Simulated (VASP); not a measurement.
A run of VASP 6.6.1 is set up as follows.

Contents of POSCAR:

```
NiO
1.0
    2.0942984970      2.0942984970      0.0000000000
   -2.0942984970      2.0942984970      0.0000000000
    0.0000000000      0.0000000000      4.1885969940
Ni O
2 2
Direct
    0.0000000000      0.0000000000      0.0000000000
    0.5000000000      0.5000000000      0.5000000000
    0.5000000000      0.5000000000      0.0000000000
    0.0000000000      0.0000000000      0.5000000000
```

File INCAR.step1:

```
SYSTEM = NiO
  PREC = Accurate
  ENCUT = 520
  ISMEAR = 0
  SIGMA = 0.02
  LREAL = .False.
  LASPH = .True.
  NELM = 150
  ISPIN = 2
  MAGMOM = 1.84 1.84 0.31 0.31
  LMAXMIX = 4
  NBANDS = 28
  GGA = PE
  ALGO = Normal
  EDIFF = 1E-4
  LWAVE = .True.
  LCHARG = .False.
```

File INCAR.step2:

```
SYSTEM = NiO
  PREC = Accurate
  ENCUT = 520
  EDIFF = 1E-6
  ISMEAR = 0
  SIGMA = 0.02
  LREAL = .False.
  LASPH = .True.
  NELM = 150
  ALGO = Normal
  ISIF = 2
  LWAVE = .False.
  LCHARG = .False.
  ISPIN = 2
  MAGMOM = 1.84 1.84 0.31 0.31
  LORBIT = 11
  LMAXMIX = 4
  METAGGA = R2SCAN
  LMIXTAU = .True.
  NBANDS = 28
  ISTART = 1
```

File KPOINTS:

```
Automatic mesh
0
Gamma
  10 10 8
  0 0 0
```

Potentials or basis: VASP PAW PBE potentials, release 64 (Ni, O).

The run is started by

```console
$ cat potpaw_PBE.64/Ni/POTCAR potpaw_PBE.64/O/POTCAR > POTCAR
$ cp INCAR.step1 INCAR
$ mpirun -np 1 vasp_std > vasp.out
$ cp INCAR.step2 INCAR
$ mpirun -np 1 vasp_std > vasp.out
```

Task: Estimate the band gap on the k mesh.

Result: 0.74 eV.

Task: Estimate the pressure.

Result: -0.1 GPa.

Stress tensor (GPa, compression positive):
```
 0.01  0.00  0.00
 0.00  0.01  0.00
 0.00  0.00 -0.18
```

Caveat: the PAW data sets were made with another functional, which shifts forces and pressure a little. A k mesh can miss the band edges.
